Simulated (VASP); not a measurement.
A run of VASP 6.6.1 is set up as follows.

INCAR

```
ALGO = Normal
EDIFF = 1E-6
ENCUT = 520
GGA = PE
ISIF = 2
ISMEAR = 0
LASPH = T
LCHARG = F
LREAL = F
LWAVE = F
NBANDS = 9
NELM = 60
PREC = Accurate
SIGMA = 0.01
```

File KPOINTS:

```
k-points
0
Gamma
  6 6 6
```

The input POSCAR:

```
LiH
1.0
    0.0000000000      2.0710921880      2.0710921880
    2.0710921880      0.0000000000      2.0710921880
    2.0710921880      2.0710921880      0.0000000000
Li H
1 1
Direct
    0.0000000000      0.0000000000      0.0000000000
    0.2500000000      0.2500000000      0.2500000000
```

Potentials or basis: VASP PAW PBE potentials, release 64 (Li_sv, H).

The run is started by

```sh
$ cat potpaw_PBE.64/Li_sv/POTCAR potpaw_PBE.64/H/POTCAR > POTCAR
$ mpirun -np 1 vasp_std > vasp.out
```

Problem. Estimate the band gap on the k mesh.

Solution. 4.48 eV, indirect (least direct gap 5.54 eV).

Caveat: the k points lie up to 0.44 Å⁻¹ apart. A k mesh can miss the band edges.
